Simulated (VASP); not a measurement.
# Rb (Pnma) in VASP: single point with r2SCAN

Aim: the single point of Rb with r2SCAN.

Everything below comes from runs of VASP 6.6.1. Logs are shortened: lines on timing, memory, paths and dates and some standing lists are left out, and cuts for length are marked.

### 1 The cell of the first run

The structure is orthorhombic, space group Pnma (No. 62). The conventional cell has a = 5.705 Å, b = 4.612 Å, c = 12.305 Å, α = 90.00°, β = 90.00°, γ = 90.00°. Rb (site symmetry m) has 6 Rb at 3.54 to 4.61 Å within 4.7 Å.

### 2 Single point, r2SCAN

The input, POSCAR:

```
Rb
1.0
    5.7051759400      0.0000000000      0.0000000000
    0.0000000000      4.6118495400      0.0000000000
    0.0000000000      0.0000000000     12.3048916700
Rb
4
Direct
    0.0470000000      0.2500000000      0.1430000000
    0.4530000000      0.7500000000      0.6430000000
    0.5470000000      0.2500000000      0.8570000000
    0.9530000000      0.7500000000      0.3570000000
```

The input, INCAR.step1:

```
SYSTEM = Rb
PREC = Accurate
ENCUT = 520
ISMEAR = -1
SIGMA = 0.1
LREAL = .FALSE.
LASPH = .TRUE.
NELM = 60
NBANDS = 26
GGA = PE
ALGO = Normal
EDIFF = 1E-4
LWAVE = .TRUE.
LCHARG = .FALSE.
```

The input, INCAR.step2:

```
SYSTEM = Rb
PREC = Accurate
ENCUT = 520
EDIFF = 1E-7
ISMEAR = -1
SIGMA = 0.1
LREAL = .FALSE.
LASPH = .TRUE.
NELM = 60
ALGO = Normal
ISIF = 2
LWAVE = .FALSE.
LCHARG = .FALSE.
METAGGA = R2SCAN
LMIXTAU = .TRUE.
NBANDS = 26
ISTART = 1
```

The input, KPOINTS:

```
regular mesh
0
G
  4 6 3
  0 0 0
```

Potentials or basis: VASP PAW PBE potentials, release 64 (Rb_sv).

Launch:

```sh
cat potpaw_PBE.64/Rb_sv/POTCAR > POTCAR
cp INCAR.step1 INCAR
mpirun -np 1 vasp_std > vasp.out
cp INCAR.step2 INCAR
mpirun -np 1 vasp_std > vasp.out
```

OUTCAR:

```text
SYSTEM = Rb
   PREC = Accurate
   ENCUT = 520
   EDIFF = 1E-7
   ISMEAR = -1
   LREAL = .FALSE.
   LASPH = .TRUE.
   NELM = 60
   ISIF = 2
   METAGGA = R2SCAN
   ISTART = 1

 ion  position               nearest neighbor table
   1  0.047  0.250  0.143-   4 3.54   4 3.54   3 4.53   3 4.53
   2  0.453  0.750  0.643-   3 3.54   3 3.54   4 4.53   4 4.53
   3  0.547  0.250  0.857-   2 3.54   2 3.54   1 4.53   1 4.53
   4  0.953  0.750  0.357-   1 3.54   1 3.54   2 4.53   2 4.53

  LATTYP: Found a simple orthorhombic cell.
 ALAT       =     4.6118495400
 B/A-ratio  =     1.2370689656
 C/A-ratio  =     2.6681034503

  Lattice vectors:

 A1 = (   0.0000000000,  -4.6118495400,   0.0000000000)
 A2 = (   5.7051759400,   0.0000000000,   0.0000000000)
 A3 = (   0.0000000000,   0.0000000000,  12.3048916700)

Analysis of symmetry for initial positions (statically):
=====================================================================
 Subroutine PRICEL returns:
 Original cell was already a primitive cell.

 Routine SETGRP: Setting up the symmetry group for a
 simple orthorhombic supercell.

 Subroutine GETGRP returns: Found  8 space group operations
 (whereof  1 operations were pure point group operations)
 out of a pool of  8 trial point group operations.

The static configuration has the point symmetry C_1 .
 The point group associated with its full space group is D_2h.

Analysis of symmetry for dynamics (positions and initial velocities):
=====================================================================
 Subroutine PRICEL returns:
 Original cell was already a primitive cell.

 Routine SETGRP: Setting up the symmetry group for a
 simple orthorhombic supercell.

 Subroutine GETGRP returns: Found  8 space group operations
 (whereof  1 operations were pure point group operations)
 out of a pool of  8 trial point group operations.

The dynamic configuration has the point symmetry C_1 .
 The point group associated with its full space group is D_2h.

 Subroutine INISYM returns: Found  8 space group operations
 (whereof  1 operations are pure point group operations),
 and found     1 'primitive' translations

----------------------------------------------------------------------------------------

                                     Primitive cell

  volume of cell :     323.7591

  direct lattice vectors                    reciprocal lattice vectors
     5.705175940  0.000000000  0.000000000     0.175279432  0.000000000  0.000000000
     0.000000000  4.611849540  0.000000000     0.000000000  0.216832746  0.000000000
     0.000000000  0.000000000 12.304891670     0.000000000  0.000000000  0.081268493

  length of vectors
     5.705175940  4.611849540 12.304891670     0.175279432  0.216832746  0.081268493

  position of ions in fractional coordinates (direct lattice)
     0.047000000  0.250000000  0.143000000
     0.453000000  0.750000000  0.643000000
     0.547000000  0.250000000  0.857000000
     0.953000000  0.750000000  0.357000000

  ion indices of the primitive-cell ions
   primitive index   ion index
                 1           1
                 2           2
                 3           3
                 4           4

----------------------------------------------------------------------------------------

 KPOINTS: regular mesh

Automatic generation of k-mesh.
 Grid dimensions read from file:
 generate k-points for:    4    6    3

 Generating k-lattice:

  Cartesian coordinates                     Fractional coordinates (reciprocal lattice)
     0.043819858  0.000000000  0.000000000     0.250000000  0.000000000  0.000000000
     0.000000000  0.036138791  0.000000000     0.000000000  0.166666667  0.000000000
     0.000000000  0.000000000  0.027089498     0.000000000  0.000000000  0.333333333

  Length of vectors
     0.043819858  0.036138791  0.027089498

  Shift w.r.t. Gamma in fractional coordinates (k-lattice)
     0.000000000  0.000000000  0.000000000

 Subroutine IBZKPT returns following result:
 ===========================================

 Found     24 irreducible k-points:

 Following reciprocal coordinates:
            Coordinates               Weight
  0.000000  0.000000  0.000000      1.000000
  0.250000  0.000000  0.000000      2.000000
  0.500000  0.000000  0.000000      1.000000
  0.000000  0.166667  0.000000      2.000000
  0.250000  0.166667  0.000000      4.000000
  0.500000  0.166667  0.000000      2.000000
[... 16 lines left out ...]
  0.250000  0.500000  0.333333      4.000000
  0.500000  0.500000  0.333333      2.000000
   k-points           NKPTS =     24   k-points in BZ     NKDIM =     24   number of bands    NBANDS=     26
   number of dos      NEDOS =    301   number of ions     NIONS =      4
   total plane-waves  NPLWV = 145152
   dimension x,y,z NGX =    42 NGY =   36 NGZ =   96
   dimension x,y,z NGXF=    84 NGYF=   72 NGZF=  192
   ions per type =               4
   NGX,Y,Z   is equivalent  to a cutoff of  12.24, 12.98, 12.97 a.u.
   NGXF,Y,Z  is equivalent  to a cutoff of  24.48, 25.95, 25.94 a.u.
 SYSTEM =  Rb
   PREC   = accura    normal or accurate (medium, high low for compatibility)
   ISTART =      1    job   : 0-new  1-cont  2-samecut
   ICHARG =      0    charge: 1-file 2-atom 10-const
   ISPIN  =      1    spin polarized calculation?
   LNONCOLLINEAR =      F non collinear calculations
   LSORBIT =      F    spin-orbit coupling
   LASPH  =      T    aspherical Exc in radial PAW
   ENCUT  =  520.0 eV  38.22 Ry    6.18 a.u.  10.61  8.57 22.88*2*pi/ulx,y,z
   NELM   =     60;   NELMIN=  2; NELMDL=  0     # of ELM steps
   EDIFF  = 0.1E-06   stopping-criterion for ELM
   LREAL  =      F    real-space projection
   EDIFFG = 0.1E-05   stopping-criterion for IOM
   NSW    =      0    number of steps for IOM
   IBRION =     -1    ionic relax: 0-MD 1-quasi-New 2-CG
   NFREE  =      0    steps in history (QN), initial steepest desc. (CG)
   ISIF   =      2    stress and relaxation
   ISYM   =      2    0-nonsym 1-usesym 2-fastsym
   POTIM  = 0.5000    time-step for ionic-motion
   TEBEG  =    0.0;   TEEND  =   0.0 temperature during run
   PSTRESS=    0.0 pullay stress
   NELECT =      36.0000    total number of electrons
   NUPDOWN=      -1.0000    fix difference up-down
   EMIN   =  10.00;   EMAX   =-10.00  energy-range for DOS
   EFERMI =   0.00;   METHOD = LEGACY
   ISMEAR =    -1;   SIGMA  =   0.10  broadening in eV -4-tet -1-fermi 0-gaus
   EFERMI_NEDOS =   21; number of points for ismear=-14 and -15
   IALGO  =     38    algorithm
   IMIX   =      4    mixing-type and parameters
     AMIX     =   0.40;   BMIX     =  1.00
     AMIX_MAG =   1.60;   BMIX_MAG =  1.00
  volume/ion in A,a.u.               =      80.94       546.21
  Fermi-wavevector in a.u.,A,eV,Ry     =   0.787230  1.487649  8.431955  0.619731
  Thomas-Fermi vector in A             =   1.891929
   LORBIT       =      0    0 simple, 1 ext, 2 COOP (PROOUT), +10 PAW based schemes
   METAGGA = R2SCAN    functional components
   LHFCALC =     F    Hartree Fock is set to
   AEXX    =    0.0000 exact exchange contribution
   IVDW    =     0    specifies the selected vdW correction
   LEPSILON=     F    determine dielectric tensor
   LRPA    =     F    only Hartree local field effects (RPA)
 non-spin polarized calculation
  energy-cutoff  :      520.00
  volume of cell :      323.76
 maximum number of plane-waves:      8773
   NGX = 21   NGY = 17   NGZ = 45

 number of electron      36.0000000 magnetization

 Free energy of the ion-electron system (eV)
  ---------------------------------------------------
  ext. energy  EPLUGINS =         0.00000000
  ---------------------------------------------------
  free energy    TOTEN  =       -54.28848990 eV

  energy without entropy =      -54.16976295  energy(sigma->0) =      -54.22912643

 E-fermi :   0.4524     XC(G=0):  -6.0175

 val. band max:        0.4365211929   @ k =   0.0000   0.5000   0.3333
 cond. band min:       0.4555451260   @ k =   0.0000   0.1667   0.3333
 fundamental gap:      0.0190239332
 Fermi energy:         0.4523966134

 k-point     1 :       0.0000    0.0000    0.0000
  band No.  band energies     occupation
      1     -30.2728      2.00000
      2     -30.2675      2.00000
      3     -30.1656      2.00000
      4     -30.1602      2.00000
      5     -14.1347      2.00000
      6     -14.0728      2.00000
[... 18 lines left out ...]
     25       3.1414      0.00000
     26       3.3451      0.00000

 k-point     2 :       0.2500    0.0000    0.0000
  band No.  band energies     occupation
      1     -30.2719      2.00000
      2     -30.2682      2.00000
      3     -30.1648      2.00000
      4     -30.1609      2.00000
      5     -14.1264      2.00000
      6     -14.0833      2.00000
[... 18 lines left out ...]
     25       3.0411      0.00000
     26       3.0417      0.00000

 k-point     3 :       0.5000    0.0000    0.0000
  band No.  band energies     occupation
      1     -30.2699      2.00000
      2     -30.2699      2.00000
      3     -30.1627      2.00000
      4     -30.1627      2.00000
      5     -14.1060      2.00000
      6     -14.1060      2.00000
[... 18 lines left out ...]
     25       2.9168      0.00000
     26       2.9168      0.00000

 k-point     4 :       0.0000    0.1667    0.0000
  band No.  band energies     occupation
      1     -30.2645      2.00000
      2     -30.2592      2.00000
      3     -30.1716      2.00000
      4     -30.1662      2.00000
      5     -14.1371      2.00000
      6     -14.0809      2.00000
[... 18 lines left out ...]
     25       3.1844      0.00000
     26       3.2408      0.00000
[... 496 lines left out ...]
      1     -30.2146      2.00000
      2     -30.2146      2.00000
      3     -30.2093      2.00000
      4     -30.2093      2.00000
      5     -14.1485      2.00000
      6     -14.1485      2.00000
[... 18 lines left out ...]
     25       3.0025      0.00000
     26       3.0025      0.00000

 k-point    23 :       0.2500    0.5000    0.3333
  band No.  band energies     occupation
      1     -30.2137      2.00000
      2     -30.2137      2.00000
      3     -30.2099      2.00000
      4     -30.2099      2.00000
      5     -14.1441      2.00000
      6     -14.1441      2.00000
[... 18 lines left out ...]
     25       2.8000      0.00000
     26       2.8000      0.00000

 k-point    24 :       0.5000    0.5000    0.3333
  band No.  band energies     occupation
      1     -30.2117      2.00000
      2     -30.2117      2.00000
      3     -30.2117      2.00000
      4     -30.2117      2.00000
      5     -14.1346      2.00000
      6     -14.1346      2.00000
[... 18 lines left out ...]
     25       2.9520      0.00000
     26       2.9520      0.00000

------------------------ aborting loop because EDIFF is reached ----------------------------------------

  FORCE on cell =-STRESS in cart. coord.  units (eV):
  Direction    XX          YY          ZZ          XY          YZ          ZX
  --------------------------------------------------------------------------------------
  -------------------------------------------------------------------------------------
  Total       -1.3260694      3.5642012      3.8264485      0.0000000      0.0000000      0.0000000
  in kB       -6.5622815     17.6380606     18.9358362      0.0000000      0.0000000      0.0000000
  external PRESSURE =      10.0038718 kB  Pullay stress =       0.0000000 kB

 VOLUME and BASIS-vectors are now :
 -----------------------------------------------------------------------------
  energy-cutoff  :      520.00
  volume of cell :      323.76
      direct lattice vectors                 reciprocal lattice vectors
     5.705175940  0.000000000  0.000000000     0.175279432  0.000000000  0.000000000
     0.000000000  4.611849540  0.000000000     0.000000000  0.216832746  0.000000000
     0.000000000  0.000000000 12.304891670     0.000000000  0.000000000  0.081268493

 POSITION                                       TOTAL-FORCE (eV/Angst)
 -----------------------------------------------------------------------------------
      0.26814      1.15296      1.75960         0.194935      0.000000     -0.673042
      2.58444      3.45889      7.91205        -0.194935      0.000000     -0.673042
      3.12073      1.15296     10.54529         0.194935     -0.000000      0.673042
      5.43703      3.45889      4.39285        -0.194935      0.000000      0.673042
 -----------------------------------------------------------------------------------
    total drift:                                0.000000      0.000000      0.000000

  FREE ENERGIE OF THE ION-ELECTRON SYSTEM (eV)
  ---------------------------------------------------
  free  energy   TOTEN  =       -54.2884899047 eV

  energy  without entropy=      -54.1697629491  energy(sigma->0) =      -54.22912643
```

Run time: 10 min. Hardware: 1 thread of AMD EPYC 7R13 (Zen 3), shared host; peak memory 0.44 GiB.

Results:

| Property | Result |
| --- | --- |
| Free energy | -54.2885 eV |
| Pressure | 1.0 GPa |
| Largest force | 0.701 eV/Å |
| Band gap on the k mesh | zero (bands 18 and 19 overlap by 1.56 eV) |

Forces in eV/Å, atoms in the order of the input:
```
Rb   0.195  0.000 -0.673
Rb  -0.195  0.000 -0.673
Rb   0.195  0.000  0.673
Rb  -0.195  0.000  0.673
```

Levels at points of the mesh, in eV from the Fermi level:
```csv
k point,band 14,band 15,band 16,band 17,band 18,band 19,band 20,band 21,band 22,band 23
"(0.00, 0.00, 0.00)",-14.01,-14.00,-13.98,-2.25,-1.02,-0.97,0.83,1.48,1.59,2.00
"(0.50, 0.00, 0.00)",-14.00,-14.00,-14.00,-0.83,-0.83,0.13,0.13,0.28,0.28,1.45
"(0.00, 0.50, 0.00)",-14.01,-13.97,-13.97,-0.11,-0.11,0.67,0.67,0.91,0.91,2.14
"(0.50, 0.50, 0.00)",-13.99,-13.99,-13.99,0.59,0.59,0.59,0.59,1.58,1.58,1.58
```

Caveat: the PAW data sets were made with another functional, which shifts forces and pressure a little.
